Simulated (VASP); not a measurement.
# Ti (I4/mmm) in VASP: notebook

The runs below take Ti through single point, with PBEsol.

Program: VASP 6.6.1. These are calculated values, not measurements. Logs are shortened: lines on timing, memory, paths and dates and some standing lists are left out, and cuts for length are marked.

## (1) The cell of the first run

Symmetry: I4/mmm, No. 139, tetragonal system. The conventional cell has a = 3.430 Å, b = 3.430 Å, c = 3.282 Å, α = 90.00°, β = 90.00°, γ = 90.00°. Ti (site symmetry 4/mmm) has 14 Ti at 2.93 to 3.43 Å within 3.9 Å.

## (2) Single point, PBEsol (strain +0.0450 x Voigt [1, 1, 0, 0, 0, 0])

The input, INCAR:

```
PREC = Accurate
ENCUT = 520
EDIFF = 1E-6
ISMEAR = 0
SIGMA = 0.15
LREAL = F
LASPH = T
NELM = 80
ALGO = Fast
ISIF = 2
LWAVE = F
LCHARG = F
GGA = PS
NBANDS = 12
```

The input, KPOINTS:

```
Automatic mesh
0
Gamma
  20 20 20
```

The input, POSCAR:

```
Ti
1.0
   -1.7148450000      1.7148450000      1.6410000000
    1.7148450000     -1.7148450000      1.6410000000
    1.7148450000      1.7148450000     -1.6410000000
Ti
1
Direct
    0.0000000000      0.0000000000      0.0000000000
```

Potentials or basis: VASP PAW PBE potentials, release 64 (Ti_sv).

Started as:

```sh
$ cat potpaw_PBE.64/Ti_sv/POTCAR > POTCAR
$ mpirun -np 1 vasp_std > vasp.out
```

OUTCAR:

```text
PREC = Accurate
   ENCUT = 520
   EDIFF = 1E-6
   ISMEAR = 0
   LREAL = F
   LASPH = T
   NELM = 80
   ISIF = 2
   GGA = PS

 ion  position               nearest neighbor table
   1  0.000  0.000  0.000-

  LATTYP: Found a body centered tetragonal cell.
 ALAT       =     3.4296900000
 C/A-ratio  =     0.9569377990

  Lattice vectors:

 A1 = (  -1.7148450000,   1.7148450000,   1.6410000000)
 A2 = (   1.7148450000,  -1.7148450000,   1.6410000000)
 A3 = (   1.7148450000,   1.7148450000,  -1.6410000000)

Analysis of symmetry for initial positions (statically):
=====================================================================
 Subroutine PRICEL returns:
 Original cell was already a primitive cell.

 Routine SETGRP: Setting up the symmetry group for a
 body centered tetragonal supercell.

 Subroutine GETGRP returns: Found 16 space group operations
 (whereof 16 operations were pure point group operations)
 out of a pool of 16 trial point group operations.

The static configuration has the point symmetry D_4h.

Analysis of symmetry for dynamics (positions and initial velocities):
=====================================================================
 Subroutine PRICEL returns:
 Original cell was already a primitive cell.

 Routine SETGRP: Setting up the symmetry group for a
 body centered tetragonal supercell.

 Subroutine GETGRP returns: Found 16 space group operations
 (whereof 16 operations were pure point group operations)
 out of a pool of 16 trial point group operations.

The dynamic configuration has the point symmetry D_4h.

 Subroutine INISYM returns: Found 16 space group operations
 (whereof 16 operations are pure point group operations),
 and found     1 'primitive' translations

----------------------------------------------------------------------------------------

                                     Primitive cell

  volume of cell :      19.3027

  direct lattice vectors                    reciprocal lattice vectors
    -1.714845000  1.714845000  1.641000000     0.000000000  0.291571541  0.304692261
     1.714845000 -1.714845000  1.641000000     0.291571541  0.000000000  0.304692261
     1.714845000  1.714845000 -1.641000000     0.291571541  0.291571541  0.000000000

  length of vectors
     2.928185060  2.928185060  2.928185060     0.421724244  0.421724244  0.412344428

  position of ions in fractional coordinates (direct lattice)
     0.000000000  0.000000000  0.000000000

  ion indices of the primitive-cell ions
   primitive index   ion index
                 1           1

----------------------------------------------------------------------------------------

 KPOINTS: Automatic mesh

Automatic generation of k-mesh.
 Grid dimensions read from file:
 generate k-points for:   20   20   20

 Generating k-lattice:

  Cartesian coordinates                     Fractional coordinates (reciprocal lattice)
     0.000000000  0.014578577  0.015234613     0.050000000  0.000000000 -0.000000000
     0.014578577  0.000000000  0.015234613     0.000000000  0.050000000 -0.000000000
     0.014578577  0.014578577  0.000000000     0.000000000  0.000000000  0.050000000

  Length of vectors
     0.021086212  0.021086212  0.020617221

  Shift w.r.t. Gamma in fractional coordinates (k-lattice)
     0.000000000  0.000000000  0.000000000

 Subroutine IBZKPT returns following result:
 ===========================================

 Found    641 irreducible k-points:

 Following reciprocal coordinates:
            Coordinates               Weight
  0.000000  0.000000  0.000000      1.000000
  0.050000  0.000000  0.000000      8.000000
  0.100000  0.000000  0.000000      8.000000
  0.150000  0.000000  0.000000      8.000000
  0.200000  0.000000  0.000000      8.000000
  0.250000  0.000000  0.000000      8.000000
[... 16 lines left out ...]
 -0.400000  0.050000  0.000000     16.000000
 -0.350000  0.050000 -0.000000     16.000000
 [... further k-points ...]
   k-points           NKPTS =    641   k-points in BZ     NKDIM =    641   number of bands    NBANDS=     12
   number of dos      NEDOS =    301   number of ions     NIONS =      1
   total plane-waves  NPLWV =  13824
   dimension x,y,z NGX =    24 NGY =   24 NGZ =   24
   dimension x,y,z NGXF=    48 NGYF=   48 NGZF=   48
   ions per type =               1
   NGX,Y,Z   is equivalent  to a cutoff of  13.63, 13.63, 13.63 a.u.
   NGXF,Y,Z  is equivalent  to a cutoff of  27.25, 27.25, 27.25 a.u.
 SYSTEM =  unknown system
   PREC   = accura    normal or accurate (medium, high low for compatibility)
   ISTART =      0    job   : 0-new  1-cont  2-samecut
   ICHARG =      2    charge: 1-file 2-atom 10-const
   ISPIN  =      1    spin polarized calculation?
   LNONCOLLINEAR =      F non collinear calculations
   LSORBIT =      F    spin-orbit coupling
   LASPH  =      T    aspherical Exc in radial PAW
   ENCUT  =  520.0 eV  38.22 Ry    6.18 a.u.   5.44  5.44  5.44*2*pi/ulx,y,z
   NELM   =     80;   NELMIN=  2; NELMDL= -5     # of ELM steps
   EDIFF  = 0.1E-05   stopping-criterion for ELM
   LREAL  =      F    real-space projection
   EDIFFG = 0.1E-04   stopping-criterion for IOM
   NSW    =      0    number of steps for IOM
   IBRION =     -1    ionic relax: 0-MD 1-quasi-New 2-CG
   NFREE  =      0    steps in history (QN), initial steepest desc. (CG)
   ISIF   =      2    stress and relaxation
   ISYM   =      2    0-nonsym 1-usesym 2-fastsym
   POTIM  = 0.5000    time-step for ionic-motion
   TEBEG  =    0.0;   TEEND  =   0.0 temperature during run
   PSTRESS=    0.0 pullay stress
   NELECT =      12.0000    total number of electrons
   NUPDOWN=      -1.0000    fix difference up-down
   EMIN   =  10.00;   EMAX   =-10.00  energy-range for DOS
   EFERMI =   0.00;   METHOD = LEGACY
   ISMEAR =     0;   SIGMA  =   0.15  broadening in eV -4-tet -1-fermi 0-gaus
   EFERMI_NEDOS =   21; number of points for ismear=-14 and -15
   IALGO  =     68    algorithm
   IMIX   =      4    mixing-type and parameters
     AMIX     =   0.40;   BMIX     =  1.00
     AMIX_MAG =   1.60;   BMIX_MAG =  1.00
  volume/ion in A,a.u.               =      19.30       130.26
  Fermi-wavevector in a.u.,A,eV,Ry     =   1.397213  2.640349 26.561333  1.952203
  Thomas-Fermi vector in A             =   2.520491
   LORBIT       =      0    0 simple, 1 ext, 2 COOP (PROOUT), +10 PAW based schemes
   GGA     = PS    functional components
   LHFCALC =     F    Hartree Fock is set to
   AEXX    =    0.0000 exact exchange contribution
   IVDW    =     0    specifies the selected vdW correction
   LEPSILON=     F    determine dielectric tensor
   LRPA    =     F    only Hartree local field effects (RPA)
 non-spin polarized calculation
 RMM-DIIS sequential band-by-band and
 Gauss-broadening in eV      SIGMA  =   0.15
  energy-cutoff  :      520.00
  volume of cell :       19.30
 maximum number of plane-waves:       539
 NGX is ok and might be reduce to    24
   NGX = 11   NGY = 11   NGZ = 11

 number of electron      12.0000000 magnetization

 Free energy of the ion-electron system (eV)
  ---------------------------------------------------
  ext. energy  EPLUGINS =         0.00000000
  ---------------------------------------------------
  free energy    TOTEN  =        -8.11970042 eV

  energy without entropy =       -8.08904571  energy(sigma->0) =       -8.10437307

 E-fermi :   6.9182     XC(G=0): -11.1377

 val. band max:        6.9181526194   @ k =  -0.4000   0.4000   0.0000
 cond. band min:       6.9191267588   @ k =  -0.2000  -0.2500   0.1000
 fundamental gap:      0.0009741393
 Fermi energy:         6.9181635778

 k-point     1 :       0.0000    0.0000    0.0000
  band No.  band energies     occupation
      1     -49.6051      2.00000
      2     -25.6627      2.00000
      3     -25.6577      2.00000
      4     -25.6577      2.00000
      5       1.2043      2.00000
      6       7.6173      0.00000
      7       7.8966      0.00000
      8       7.8966      0.00000
      9       9.1711      0.00000
     10       9.4963      0.00000
     11      23.3448      0.00000
     12      23.3449      0.00000

 k-point     2 :       0.0500    0.0000    0.0000
  band No.  band energies     occupation
      1     -49.6029      2.00000
      2     -25.6730      2.00000
      3     -25.6617      2.00000
      4     -25.6598      2.00000
      5       1.2836      2.00000
      6       7.6236      0.00000
      7       7.8855      0.00000
      8       7.9092      0.00000
      9       9.1679      0.00000
     10       9.4657      0.00000
     11      23.2760      0.00000
     12      23.4075      0.00000

 k-point     3 :       0.1000    0.0000    0.0000
  band No.  band energies     occupation
      1     -49.5967      2.00000
      2     -25.7078      2.00000
      3     -25.6732      2.00000
      4     -25.6609      2.00000
      5       1.5176      2.00000
      6       7.5801      0.00000
      7       7.8412      0.00000
      8       8.0121      0.00000
      9       9.1559      0.00000
     10       9.4001      0.00000
     11      22.9540      0.00000
     12      23.5840      0.00000

 k-point     4 :       0.1500    0.0000    0.0000
  band No.  band energies     occupation
      1     -49.5870      2.00000
      2     -25.7622      2.00000
      3     -25.6910      2.00000
      4     -25.6620      2.00000
      5       1.8945      2.00000
      6       7.4503      0.00000
      7       7.7393      0.00000
      8       8.2486      0.00000
      9       9.1370      0.00000
     10       9.3563      0.00000
     11      22.1970      0.00000
     12      23.1316      0.00000

 k-point     5 :       0.2000    0.0000    0.0000
  band No.  band energies     occupation
      1     -49.5748      2.00000
      2     -25.8301      2.00000
      3     -25.7134      2.00000
      4     -25.6633      2.00000
      5       2.3923      2.00000
      6       7.2722      0.00084
      7       7.5717      0.00000
      8       8.5873      0.00000
      9       9.1384      0.00000
     10       9.3607      0.00000
     11      21.0622      0.00000
     12      22.4860      0.00000
[... 228 lines left out ...]
      1     -49.5171      2.00000
      2     -26.1336      2.00000
      3     -25.8195      2.00000
      4     -25.6741      2.00000
      5       4.7368      2.00000
      6       6.5056      1.99990
      7       7.7467      0.00000
      8       9.3445      0.00000
      9       9.7643      0.00000
     10      10.7155      0.00000
     11      14.7699      0.00000
     12      19.4099      0.00000

 k-point    22 :      -0.4500    0.0500   -0.0000
  band No.  band energies     occupation
      1     -49.5215      2.00000
      2     -26.1113      2.00000
      3     -25.8117      2.00000
      4     -25.6733      2.00000
      5       4.6290      2.00000
      6       6.5597      1.99927
      7       7.5077      0.00000
      8       9.3497      0.00000
      9       9.6918      0.00000
     10      10.5201      0.00000
     11      15.3821      0.00000
     12      19.6098      0.00000

 k-point    23 :      -0.4000    0.0500    0.0000
  band No.  band energies     occupation
      1     -49.5296      2.00000
      2     -26.0693      2.00000
      3     -25.7966      2.00000
      4     -25.6721      2.00000
      5       4.3586      2.00000
      6       6.6625      1.98408
      7       7.2556      0.00147
      8       9.3319      0.00000
      9       9.5892      0.00000
     10      10.1765      0.00000
     11      16.4162      0.00000
     12      19.9946      0.00000

 k-point    24 :      -0.3500    0.0500   -0.0000
  band No.  band energies     occupation
      1     -49.5407      2.00000
      2     -26.0113      2.00000
      3     -25.7758      2.00000
      4     -25.6706      2.00000
      5       3.8968      2.00000
      6       6.8063      1.70843
      7       7.1712      0.01707
      8       9.2626      0.00000
      9       9.5018      0.00000
     10       9.7520      0.00000
     11      17.6929      0.00000
     12      20.5317      0.00000

 [... further k-points ...]

------------------------ aborting loop because EDIFF is reached ----------------------------------------

  FORCE on cell =-STRESS in cart. coord.  units (eV):
  Direction    XX          YY          ZZ          XY          YZ          ZX
  --------------------------------------------------------------------------------------
  -------------------------------------------------------------------------------------
  Total       -1.5579147     -1.5579147     -1.7259022      0.0000000      0.0000000      0.0000000
  in kB     -129.3111419   -129.3111419   -143.2545609      0.0000000      0.0000000      0.0000000
  external PRESSURE =    -133.9589482 kB  Pullay stress =       0.0000000 kB

 VOLUME and BASIS-vectors are now :
 -----------------------------------------------------------------------------
  energy-cutoff  :      520.00
  volume of cell :       19.30
      direct lattice vectors                 reciprocal lattice vectors
    -1.714845000  1.714845000  1.641000000     0.000000000  0.291571541  0.304692261
     1.714845000 -1.714845000  1.641000000     0.291571541  0.000000000  0.304692261
     1.714845000  1.714845000 -1.641000000     0.291571541  0.291571541  0.000000000

 POSITION                                       TOTAL-FORCE (eV/Angst)
 -----------------------------------------------------------------------------------
      0.00000      0.00000      0.00000        -0.000000      0.000000     -0.000000
 -----------------------------------------------------------------------------------
    total drift:                               -0.000000      0.000000      0.000000

  FREE ENERGIE OF THE ION-ELECTRON SYSTEM (eV)
  ---------------------------------------------------
  free  energy   TOTEN  =        -8.1197004196 eV

  energy  without entropy=       -8.0890457133  energy(sigma->0) =       -8.10437307
```

Wall time 2.2 min (1 thread of AMD EPYC 9R45 (Zen 5), shared host); peak memory 0.22 GiB.

Results:

```
Free energy            : -8.1197 eV
Pressure               : -13.4 GPa
Band gap on the k mesh : zero (bands 6 and 7 overlap by 1.46 eV)
```

Stress tensor (GPa, compression positive):
```
-12.93   0.00   0.00
  0.00 -12.93   0.00
  0.00   0.00 -14.33
```

Caveat: the cell differs from its parent crystal (strain +0.0450 x Voigt [1, 1, 0, 0, 0, 0]); the cell stands under tension; the PAW data sets were made with another functional, which shifts forces and pressure a little.

## (3) Single point, PBEsol (strain +0.0525 x Voigt [1, 1, 0, 0, 0, 0])

The input, INCAR:

```
ALGO = Fast
EDIFF = 1E-7
ENCUT = 520
GGA = PS
ISIF = 2
ISMEAR = 0
LASPH = T
LCHARG = F
LREAL = F
LWAVE = F
NBANDS = 12
NELM = 80
PREC = Accurate
SIGMA = 0.15
```

The input, KPOINTS:

```
k-points
0
Gamma
  20 20 20
```

The input, POSCAR:

```
Ti
1.0
   -1.7271525000      1.7271525000      1.6410000000
    1.7271525000     -1.7271525000      1.6410000000
    1.7271525000      1.7271525000     -1.6410000000
Ti
1
Direct
    0.0000000000      0.0000000000      0.0000000000
```

Potentials or basis: VASP PAW PBE potentials, release 64 (Ti_sv).

Started as:

```sh
$ cat potpaw_PBE.64/Ti_sv/POTCAR > POTCAR
$ mpirun -np 1 vasp_std > vasp.out
```

Wall time 2.4 min (1 thread of AMD EPYC 9R45 (Zen 5), shared host); peak memory 0.23 GiB.

The run converged. Its results:

```yaml
Free_energy: -8.0967 eV
Pressure: -14.2 GPa
Band_gap_on_the_k_mesh: zero (bands 6 and 7 overlap by 1.45 eV)
```

Stress tensor (GPa, compression positive):
```
-13.70   0.00   0.00
  0.00 -13.70   0.00
  0.00   0.00 -15.31
```

Levels at points of the mesh, in eV from the Fermi level:
| k point | band 4 | band 5 | band 6 | band 7 | band 8 | band 9 |
| --- | --- | --- | --- | --- | --- | --- |
| (0.00, 0.00, 0.00) | -32.62 | -5.68 | 0.66 | 0.98 | 0.98 | 2.18 |
| (0.50, 0.00, 0.00) | -32.63 | -2.18 | -0.43 | 0.95 | 2.38 | 2.79 |
| (0.50, 0.50, 0.00) | -32.61 | -2.21 | -0.05 | 0.64 | 2.10 | 2.55 |
| (0.50, 0.50, 0.50) | -32.91 | -1.80 | -1.69 | 3.34 | 3.34 | 3.42 |

Caveat: the cell differs from its parent crystal (strain +0.0525 x Voigt [1, 1, 0, 0, 0, 0]); the cell stands under tension; the PAW data sets were made with another functional, which shifts forces and pressure a little.

(Part 1 of 2 ends here.)
